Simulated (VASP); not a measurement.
Here is a VASP 6.6.1 calculation.

INCAR

```
SYSTEM = Na
ALGO     = Normal         ! electronic algorithm
EDIFF    = 1E-7           ! SCF threshold, eV
ENCUT    = 520            ! plane-wave cutoff, eV
GGA      = RE             ! functional
ISIF     = 2              ! what is computed and relaxed
ISMEAR   = -1             ! smearing method
LASPH    = .True.         ! aspherical terms in the spheres
LCHARG   = .True.         ! write CHGCAR
LELF     = .True.         ! ELF
LREAL    = .False.        ! projectors in reciprocal space
LVHAR    = .True.       
LWAVE    = .False.        ! write WAVECAR
NBANDS   = 14             ! bands
NELM     = 80             ! most SCF steps
PREC     = Accurate       ! precision mode
SIGMA    = 0.1            ! smearing width, eV
```

The input KPOINTS:

```
k-points
0
Gamma
  12 12 12
  0 0 0
```

The input POSCAR:

```
Na
1.0
    0.0000000000      3.8756548433      3.8756548433
    3.8756548433      0.0000000000      3.8756548433
    3.8756548433      3.8756548433      0.0000000000
Na
2
Direct
    0.1250000000      0.1250000000      0.1250000000
    0.8750000000      0.8750000000      0.8750000000
```

Potentials or basis: VASP PAW PBE potentials, release 64 (Na_pv).

Command:

```sh
$ cat potpaw_PBE.64/Na_pv/POTCAR > POTCAR
$ mpirun -np 1 vasp_std > vasp.out
```

**Question.** Predict the band gap on the k mesh.

**Answer.** Zero (bands 7 and 8 overlap by 0.67 eV).

**Question.** What does it give for the pressure?

**Answer.** 0.0 GPa.

Caveat: the PAW data sets were made with another functional, which shifts forces and pressure a little.
